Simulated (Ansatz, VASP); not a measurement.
**Cu in VASP and in Ansatz**

```xyz
1
Lattice="0.0000 1.7171 1.7171 1.7171 0.0000 1.7171 1.7171 1.7171 0.0000" Properties=species:S:1:pos:R:3 pbc="T T T"
Cu    0.0000    0.0000    0.0000
```

Change from the starting cell: strain -0.050 along x and y, -0.050 along z, atoms carried along.

Alike in both runs: task single point; functional PBE; k mesh 22 × 22 × 22; occupations gaussian, width 0.15 eV; no spin polarisation.

|  | VASP | Ansatz |
| --- | --- | --- |
| version | VASP 6.6.1 | Ansatz 0.2.0 |
| potentials or method | VASP PAW PBE potentials, release 64 (Cu), cutoff 520 eV | scalar-relativistic, plane waves, PAW |
| valence electrons in the cell | 11 | 19 |

|  | VASP | Ansatz | Ansatz less VASP |
| --- | --- | --- | --- |
| gap on the k mesh at the Fermi level (eV) | none | none | - |
| pressure (GPa) | 36.3 | 35.5 | -0.79 |

A gap of «none» marks a metal or a gap that the smearing closes. Both programs put the cell under a high pressure, so it lies far from rest at this level. VASP's potentials hold 11 valence electrons a cell and Ansatz's 19, so a difference there can come from the potentials and not from the codes.
